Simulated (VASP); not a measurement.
# HgTe (Coloradoite) (F-43m) in VASP: a series of runs

The runs below take HgTe (Coloradoite) through single point, relaxation of cell and atoms, with BLYP+D4, PBE+D4, PBE-based screened hybrid.

All numbers are computed with VASP 6.6.1; they aren't measurements. Logs are shortened: lines on timing, memory, paths and dates and some standing lists are left out, and cuts for length are marked.

## Step 1: The cell of the first run

It takes space group F-43m (No. 216, cubic). The conventional cell has a = 6.606 Å, b = 6.606 Å, c = 6.606 Å, α = 90.00°, β = 90.00°, γ = 90.00°. Within 3.8 Å of Hg (site symmetry -43m) lie 4 Te at 2.86 Å. Te (site symmetry -43m) has 4 Hg at 2.86 Å within 3.8 Å.

## Step 2: Single point, BLYP+D4

The input, INCAR:

```
PREC     = Accurate       # precision mode
ENCUT    = 520            # plane-wave cutoff, eV
EDIFF    = 1E-6           # SCF threshold, eV
ISMEAR   = -1             # smearing method
SIGMA    = 0.05           # smearing width, eV
LREAL    = False          # projectors in reciprocal space
LASPH    = True           # aspherical terms in the spheres
NELM     = 80             # most SCF steps
ALGO     = Normal         # electronic algorithm
ISIF     = 2              # what is computed and relaxed
LWAVE    = False          # write WAVECAR
LCHARG   = True           # write CHGCAR
GGA      = B5             # functional
ALDAX    = 1.0          
AGGAX    = 1.0          
AGGAC    = 1.0          
ALDAC    = 0.0          
IVDW     = 13             # dispersion correction
VDW_S6   = 1.0          
VDW_S8   = 2.34076671   
VDW_A1   = 0.44488865   
VDW_A2   = 4.0933009    
LELF     = True           # ELF
LVHAR    = True         
NBANDS   = 16             # bands
```

The input, KPOINTS:

```
regular mesh
0
Gamma
  7 7 7
```

The input, POSCAR:

```
HgTe
1.0
    0.0000000000      3.3031602216      3.3031602216
    3.3031602216      0.0000000000      3.3031602216
    3.3031602216      3.3031602216      0.0000000000
Hg Te
1 1
Direct
    0.0000000000      0.0000000000      0.0000000000
    0.7500000000      0.7500000000      0.7500000000
```

Potentials or basis: VASP PAW PBE potentials, release 64 (Hg, Te).

Started as:

```sh
$ cat potpaw_PBE.64/Hg/POTCAR potpaw_PBE.64/Te/POTCAR > POTCAR
$ mpirun -np 1 vasp_std > vasp.out
```

OUTCAR:

```text
PREC = Accurate
   ENCUT = 520
   EDIFF = 1E-6
   ISMEAR = -1
   LREAL = False
   LASPH = True
   NELM = 80
   ISIF = 2
   GGA = B5
   IVDW = 13

 ion  position               nearest neighbor table
   1  0.000  0.000  0.000-   2 2.86   2 2.86   2 2.86   2 2.86
   2  0.750  0.750  0.750-   1 2.86   1 2.86   1 2.86   1 2.86

  LATTYP: Found a face centered cubic cell.
 ALAT       =     6.6063204432

  Lattice vectors:

 A1 = (   0.0000000000,   3.3031602216,   3.3031602216)
 A2 = (   3.3031602216,   0.0000000000,   3.3031602216)
 A3 = (   3.3031602216,   3.3031602216,   0.0000000000)

Analysis of symmetry for initial positions (statically):
=====================================================================
 Subroutine PRICEL returns:
 Original cell was already a primitive cell.

 Routine SETGRP: Setting up the symmetry group for a
 face centered cubic supercell.

 Subroutine GETGRP returns: Found 24 space group operations
 (whereof 24 operations were pure point group operations)
 out of a pool of 48 trial point group operations.

The static configuration has the point symmetry T_d .

Analysis of symmetry for dynamics (positions and initial velocities):
=====================================================================
 Subroutine PRICEL returns:
 Original cell was already a primitive cell.

 Routine SETGRP: Setting up the symmetry group for a
 face centered cubic supercell.

 Subroutine GETGRP returns: Found 24 space group operations
 (whereof 24 operations were pure point group operations)
 out of a pool of 48 trial point group operations.

The dynamic configuration has the point symmetry T_d .

 Subroutine INISYM returns: Found 24 space group operations
 (whereof 24 operations are pure point group operations),
 and found     1 'primitive' translations

----------------------------------------------------------------------------------------

                                     Primitive cell

  volume of cell :      72.0807

  direct lattice vectors                    reciprocal lattice vectors
     0.000000000  3.303160222  3.303160222    -0.151370193  0.151370193  0.151370193
     3.303160222  0.000000000  3.303160222     0.151370193 -0.151370193  0.151370193
     3.303160222  3.303160222  0.000000000     0.151370193  0.151370193 -0.151370193

  length of vectors
     4.671373984  4.671373984  4.671373984     0.262180865  0.262180865  0.262180865

  position of ions in fractional coordinates (direct lattice)
     0.000000000  0.000000000  0.000000000
     0.750000000  0.750000000  0.750000000

  ion indices of the primitive-cell ions
   primitive index   ion index
                 1           1
                 2           2

----------------------------------------------------------------------------------------

 KPOINTS: regular mesh

Automatic generation of k-mesh.
 Grid dimensions read from file:
 generate k-points for:    7    7    7

 Generating k-lattice:

  Cartesian coordinates                     Fractional coordinates (reciprocal lattice)
    -0.021624313  0.021624313  0.021624313     0.142857143  0.000000000  0.000000000
     0.021624313 -0.021624313  0.021624313     0.000000000  0.142857143  0.000000000
     0.021624313  0.021624313 -0.021624313     0.000000000  0.000000000  0.142857143

  Length of vectors
     0.037454409  0.037454409  0.037454409

  Shift w.r.t. Gamma in fractional coordinates (k-lattice)
     0.000000000  0.000000000  0.000000000

 Subroutine IBZKPT returns following result:
 ===========================================

 Found     20 irreducible k-points:

 Following reciprocal coordinates:
            Coordinates               Weight
  0.000000  0.000000  0.000000      1.000000
  0.142857  0.000000  0.000000      8.000000
  0.285714  0.000000  0.000000      8.000000
  0.428571  0.000000  0.000000      8.000000
  0.142857  0.142857  0.000000      6.000000
  0.285714  0.142857  0.000000     24.000000
[... 12 lines left out ...]
 -0.428571  0.428571  0.142857     24.000000
 -0.285714  0.428571  0.142857     24.000000
   k-points           NKPTS =     20   k-points in BZ     NKDIM =     20   number of bands    NBANDS=     16
   number of dos      NEDOS =    301   number of ions     NIONS =      2
   total plane-waves  NPLWV =  46656
   dimension x,y,z NGX =    36 NGY =   36 NGZ =   36
   dimension x,y,z NGXF=    72 NGYF=   72 NGZF=   72
   ions per type =               1   1
   NGX,Y,Z   is equivalent  to a cutoff of  12.81, 12.81, 12.81 a.u.
   NGXF,Y,Z  is equivalent  to a cutoff of  25.62, 25.62, 25.62 a.u.
 SYSTEM =  unknown system
   PREC   = accura    normal or accurate (medium, high low for compatibility)
   ISTART =      0    job   : 0-new  1-cont  2-samecut
   ICHARG =      2    charge: 1-file 2-atom 10-const
   ISPIN  =      1    spin polarized calculation?
   LNONCOLLINEAR =      F non collinear calculations
   LSORBIT =      F    spin-orbit coupling
   LASPH  =      T    aspherical Exc in radial PAW
   ENCUT  =  520.0 eV  38.22 Ry    6.18 a.u.   8.69  8.69  8.69*2*pi/ulx,y,z
   NELM   =     80;   NELMIN=  2; NELMDL= -5     # of ELM steps
   EDIFF  = 0.1E-05   stopping-criterion for ELM
   LREAL  =      F    real-space projection
   EDIFFG = 0.1E-04   stopping-criterion for IOM
   NSW    =      0    number of steps for IOM
   IBRION =     -1    ionic relax: 0-MD 1-quasi-New 2-CG
   NFREE  =      0    steps in history (QN), initial steepest desc. (CG)
   ISIF   =      2    stress and relaxation
   ISYM   =      2    0-nonsym 1-usesym 2-fastsym
   POTIM  = 0.5000    time-step for ionic-motion
   TEBEG  =    0.0;   TEEND  =   0.0 temperature during run
   PSTRESS=    0.0 pullay stress
   NELECT =      18.0000    total number of electrons
   NUPDOWN=      -1.0000    fix difference up-down
   EMIN   =  10.00;   EMAX   =-10.00  energy-range for DOS
   EFERMI =   0.00;   METHOD = LEGACY
   ISMEAR =    -1;   SIGMA  =   0.05  broadening in eV -4-tet -1-fermi 0-gaus
   EFERMI_NEDOS =   21; number of points for ismear=-14 and -15
   IALGO  =     38    algorithm
   IMIX   =      4    mixing-type and parameters
     AMIX     =   0.40;   BMIX     =  1.00
     AMIX_MAG =   1.60;   BMIX_MAG =  1.00
  volume/ion in A,a.u.               =      36.04       243.21
  Fermi-wavevector in a.u.,A,eV,Ry     =   1.030923  1.948161 14.460289  1.062801
  Thomas-Fermi vector in A             =   2.165045
   LORBIT       =      0    0 simple, 1 ext, 2 COOP (PROOUT), +10 PAW based schemes
   GGA     = B5    functional components
   LHFCALC =     F    Hartree Fock is set to
   AEXX    =    0.0000 exact exchange contribution
   IVDW    =    13    specifies the selected vdW correction
   LEPSILON=     F    determine dielectric tensor
   LRPA    =     F    only Hartree local field effects (RPA)
 non-spin polarized calculation
  energy-cutoff  :      520.00
  volume of cell :       72.08
 maximum number of plane-waves:      1960
   NGX = 17   NGY = 17   NGZ = 17

 number of electron      18.0000000 magnetization

 Free energy of the ion-electron system (eV)
  ---------------------------------------------------
  ext. energy  EPLUGINS =         0.00000000
  ---------------------------------------------------
  free energy    TOTEN  =        -2.62142013 eV

  energy without entropy =       -2.62063013  energy(sigma->0) =       -2.62102513

 E-fermi :   2.9000     XC(G=0):  -7.9614

 val. band max:        2.8531796196   @ k =   0.0000   0.0000   0.0000
 cond. band min:       3.4769388262   @ k =   0.1429   0.0000   0.0000
 fundamental gap:      0.6237592066
 Fermi energy:         2.9000341905

 k-point     1 :       0.0000    0.0000    0.0000
  band No.  band energies     occupation
      1      -8.7059      2.00000
      2      -4.1684      2.00000
      3      -4.1684      2.00000
      4      -4.1684      2.00000
      5      -3.7174      2.00000
      6      -3.7174      2.00000
[... 8 lines left out ...]
     15      12.4117      0.00000
     16      12.4117      0.00000

 k-point     2 :       0.1429    0.0000    0.0000
  band No.  band energies     occupation
      1      -8.6204      2.00000
      2      -4.1450      2.00000
      3      -4.1450      2.00000
      4      -4.1275      2.00000
      5      -3.7192      2.00000
      6      -3.7192      2.00000
[... 8 lines left out ...]
     15      11.6052      0.00000
     16      11.6052      0.00000

 k-point     3 :       0.2857    0.0000    0.0000
  band No.  band energies     occupation
      1      -8.4181      2.00000
      2      -4.0972      2.00000
      3      -4.0972      2.00000
      4      -3.9491      2.00000
      5      -3.7158      2.00000
      6      -3.7158      2.00000
[... 8 lines left out ...]
     15      11.5553      0.00000
     16      11.5553      0.00000

 k-point     4 :       0.4286    0.0000    0.0000
  band No.  band energies     occupation
      1      -8.2452      2.00000
      2      -4.0662      2.00000
      3      -4.0662      2.00000
      4      -3.7029      2.00000
      5      -3.7029      2.00000
      6      -3.5739      2.00000
[... 8 lines left out ...]
     15      12.5292      0.00000
     16      12.5292      0.00000

 k-point     5 :       0.1429    0.1429    0.0000
  band No.  band energies     occupation
      1      -8.5916      2.00000
      2      -4.1455      2.00000
      3      -4.1216      2.00000
      4      -4.1216      2.00000
      5      -3.7325      2.00000
      6      -3.7075      2.00000
[... 8 lines left out ...]
     15      11.0086      0.00000
     16      12.5193      0.00000

 k-point     6 :       0.2857    0.1429    0.0000
  band No.  band energies     occupation
      1      -8.4272      2.00000
      2      -4.1020      2.00000
      3      -4.0692      2.00000
      4      -4.0128      2.00000
      5      -3.7329      2.00000
      6      -3.6991      2.00000
[... 8 lines left out ...]
     15      11.9972      0.00000
     16      12.3519      0.00000
[... 191 lines left out ...]
 k-point    17 :       0.4286    0.2857    0.1429
  band No.  band energies     occupation
      1      -8.2691      2.00000
      2      -4.0507      2.00000
      3      -4.0198      2.00000
      4      -3.8873      2.00000
      5      -3.7070      2.00000
      6      -3.6697      2.00000
[... 8 lines left out ...]
     15      12.9989      0.00000
     16      13.2208      0.00000

 k-point    18 :      -0.4286    0.2857    0.1429
  band No.  band energies     occupation
      1      -8.1371      2.00000
      2      -4.0146      2.00000
      3      -3.9922      2.00000
      4      -3.7716      2.00000
      5      -3.7065      2.00000
      6      -3.4391      2.00000
[... 8 lines left out ...]
     15      12.7079      0.00000
     16      13.4703      0.00000

 k-point    19 :      -0.4286    0.4286    0.1429
  band No.  band energies     occupation
      1      -8.0787      2.00000
      2      -3.9790      2.00000
      3      -3.9387      2.00000
      4      -3.8359      2.00000
      5      -3.6892      2.00000
      6      -3.3627      2.00000
[... 8 lines left out ...]
     15      13.4377      0.00000
     16      13.8338      0.00000

 k-point    20 :      -0.2857    0.4286    0.1429
  band No.  band energies     occupation
      1      -8.0639      2.00000
      2      -3.9816      2.00000
      3      -3.9466      2.00000
      4      -3.7719      2.00000
      5      -3.7231      2.00000
      6      -3.2518      2.00000
[... 8 lines left out ...]
     15      12.8948      0.00000
     16      14.4463      0.00000

------------------------ aborting loop because EDIFF is reached ----------------------------------------

  DFT-D4 for vdW energy calculation

  Edisp (eV):   -1.32203

  FORCE on cell =-STRESS in cart. coord.  units (eV):
  Direction    XX          YY          ZZ          XY          YZ          ZX
  --------------------------------------------------------------------------------------
  -------------------------------------------------------------------------------------
  Total       0.09868     0.09868     0.09868     0.00000     0.00000    -0.00000
  in kB       2.19341     2.19341     2.19341     0.00000     0.00000    -0.00000
  external pressure =        2.19 kB  Pullay stress =        0.00 kB

 VOLUME and BASIS-vectors are now :
 -----------------------------------------------------------------------------
  energy-cutoff  :      520.00
  volume of cell :       72.08
      direct lattice vectors                 reciprocal lattice vectors
     0.000000000  3.303160222  3.303160222    -0.151370193  0.151370193  0.151370193
     3.303160222  0.000000000  3.303160222     0.151370193 -0.151370193  0.151370193
     3.303160222  3.303160222  0.000000000     0.151370193  0.151370193 -0.151370193

 POSITION                                       TOTAL-FORCE (eV/Angst)
 -----------------------------------------------------------------------------------
      0.00000      0.00000      0.00000        -0.000000     -0.000000     -0.000000
      4.95474      4.95474      4.95474         0.000000      0.000000      0.000000
 -----------------------------------------------------------------------------------
    total drift:                               -0.000000     -0.000000     -0.000000

  FREE ENERGIE OF THE ION-ELECTRON SYSTEM (eV)
  ---------------------------------------------------
  free  energy   TOTEN  =        -3.9434522174 eV

  energy  without entropy=       -3.9426622259  energy(sigma->0) =       -3.94305722
```

It took 61 s on 1 thread of Intel Xeon 8259CL, shared host; peak memory 0.21 GiB.

What came out:

| Item | Value |
| --- | --- |
| Free energy | -3.9435 eV |
| Pressure | 0.2 GPa |
| Band gap on the k mesh | zero (filled and empty bands touch) |
| Dispersion energy per atom | -0.661 eV |

Caveat: the PAW data sets were made with another functional, which shifts forces and pressure a little; spin-orbit coupling is left out, which moves the levels of the heavy elements; pairwise dispersion overbinds metals, which lowers pressure and volume.

## Step 3: Single point, PBE+D4

This run uses another cell than the first one, of 35.02 Å³/atom, 0.972 times its volume.

The input, INCAR:

```
  ALGO = Normal
  EDIFF = 1E-7
  ENCUT = 520
  GGA = PE
  ISIF = 2
  ISMEAR = -1
  IVDW = 13
  LASPH = True
  LCHARG = True
  LELF = True
  LREAL = False
  LVHAR = True
  LWAVE = False
  NBANDS = 16
  NELM = 100
  PREC = Accurate
  SIGMA = 0.05
```

The input, KPOINTS:

```
k-points
0
Gamma
  7 7 7
```

The input, POSCAR:

```
HgTe
1.0
    0.0000000000      3.2717141009      3.2717141009
    3.2717141009      0.0000000000      3.2717141009
    3.2717141009      3.2717141009      0.0000000000
Hg Te
1 1
Direct
    0.0000000000      0.0000000000      0.0000000000
    0.7500000000      0.7500000000      0.7500000000
```

Potentials or basis: VASP PAW PBE potentials, release 64 (Hg, Te).

Started as:

```sh
$ cat potpaw_PBE.64/Hg/POTCAR potpaw_PBE.64/Te/POTCAR > POTCAR
$ mpirun -np 1 vasp_std > vasp.out
```

OUTCAR:

```text
EDIFF = 1E-7
   ENCUT = 520
   GGA = PE
   ISIF = 2
   ISMEAR = -1
   IVDW = 13
   LASPH = True
   LREAL = False
   NELM = 100
   PREC = Accurate

 ion  position               nearest neighbor table
   1  0.000  0.000  0.000-   2 2.83   2 2.83   2 2.83   2 2.83
   2  0.750  0.750  0.750-   1 2.83   1 2.83   1 2.83   1 2.83

  LATTYP: Found a face centered cubic cell.
 ALAT       =     6.5434282018

  Lattice vectors:

 A1 = (   0.0000000000,   3.2717141009,   3.2717141009)
[... 559 lines left out ...]

  DFT-D4 for vdW energy calculation

  Edisp (eV):   -0.73456

  FORCE on cell =-STRESS in cart. coord.  units (eV):
  Direction    XX          YY          ZZ          XY          YZ          ZX
  --------------------------------------------------------------------------------------
  -------------------------------------------------------------------------------------
  Total       0.02751     0.02751     0.02751    -0.00000     0.00000     0.00000
  in kB       0.62931     0.62931     0.62931    -0.00000     0.00000     0.00000
  external pressure =        0.63 kB  Pullay stress =        0.00 kB

 VOLUME and BASIS-vectors are now :
 -----------------------------------------------------------------------------
  energy-cutoff  :      520.00
  volume of cell :       70.04
      direct lattice vectors                 reciprocal lattice vectors
     0.000000000  3.271714101  3.271714101    -0.152825089  0.152825089  0.152825089
     3.271714101  0.000000000  3.271714101     0.152825089 -0.152825089  0.152825089
     3.271714101  3.271714101  0.000000000     0.152825089  0.152825089 -0.152825089

 POSITION                                       TOTAL-FORCE (eV/Angst)
 -----------------------------------------------------------------------------------
      0.00000      0.00000      0.00000         0.000000      0.000000      0.000000
      4.90757      4.90757      4.90757        -0.000000     -0.000000     -0.000000
 -----------------------------------------------------------------------------------
    total drift:                                0.000000      0.000000      0.000000

  FREE ENERGIE OF THE ION-ELECTRON SYSTEM (eV)
  ---------------------------------------------------
  free  energy   TOTEN  =        -4.3602810510 eV

  energy  without entropy=       -4.3595333657  energy(sigma->0) =       -4.35990721
```

OSZICAR:

```text
N       E                     dE             d eps       ncg     rms          rms(c)
DAV:   1     0.106195964796E+03    0.10620E+03   -0.80275E+03   640   0.972E+02
DAV:   2    -0.604376326817E-01   -0.10626E+03   -0.99637E+02   744   0.228E+02
DAV:   3    -0.379690673239E+01   -0.37365E+01   -0.37287E+01   816   0.437E+01
DAV:   4    -0.383322070985E+01   -0.36314E-01   -0.36312E-01   952   0.395E+00
DAV:   5    -0.383330205641E+01   -0.81347E-04   -0.81346E-04   872   0.184E-01    0.707E+00
DAV:   6    -0.363306815134E+01    0.20023E+00   -0.39230E-01   744   0.829E+00    0.565E+00
DAV:   7    -0.362625609125E+01    0.68121E-02   -0.93913E-02   712   0.206E+00    0.214E+00
DAV:   8    -0.362565801914E+01    0.59807E-03   -0.97259E-03   752   0.112E+00    0.505E-01
DAV:   9    -0.362568109114E+01   -0.23072E-04   -0.71436E-04   800   0.305E-01    0.112E-01
DAV:  10    -0.362571094526E+01   -0.29854E-04   -0.87548E-05   776   0.817E-02    0.478E-02
DAV:  11    -0.362572595453E+01   -0.15009E-04   -0.31387E-05   752   0.403E-02    0.300E-02
DAV:  12    -0.362572443538E+01    0.15192E-05   -0.36545E-06   752   0.144E-02    0.172E-02
DAV:  13    -0.362572436524E+01    0.70131E-07   -0.44749E-07   760   0.333E-03
   1 F= -.43602811E+01 E0= -.43599072E+01  d E =-.747685E-03
```

stdout:

```text
POSCAR found type information on POSCAR HgTe
 POSCAR found :  2 types and       2 ions
 scaLAPACK will be used
 LDA part: xc-table for (Slater+PW92), standard interpolation
 POSCAR, INCAR and KPOINTS ok, starting setup
 FFT: planning ... GRIDC
 FFT: planning ... GRID_SOFT
 FFT: planning ... GRID
 WAVECAR not read
 entering main loop
```

Wall time 43 s (1 thread of Intel Xeon 8259CL, shared host); peak memory 0.21 GiB.

Results:

| Quantity | Value |
| --- | --- |
| Free energy | -4.3603 eV |
| Pressure | 0.1 GPa |
| Band gap on the k mesh | zero (filled and empty bands touch) |
| Dispersion energy per atom | -0.367 eV |

Levels at points of the mesh, in eV from the Fermi level:
| k point | band 6 | band 7 | band 8 | band 9 | band 10 | band 11 | band 12 | band 13 |
| --- | --- | --- | --- | --- | --- | --- | --- | --- |
| (0.00, 0.00, 0.00) | -6.71 | -0.86 | -0.04 | -0.04 | -0.04 | 4.25 | 4.25 | 4.25 |

Caveat: spin-orbit coupling is left out, which moves the levels of the heavy elements; pairwise dispersion overbinds metals, which lowers pressure and volume.

[end of part 1 of 2]
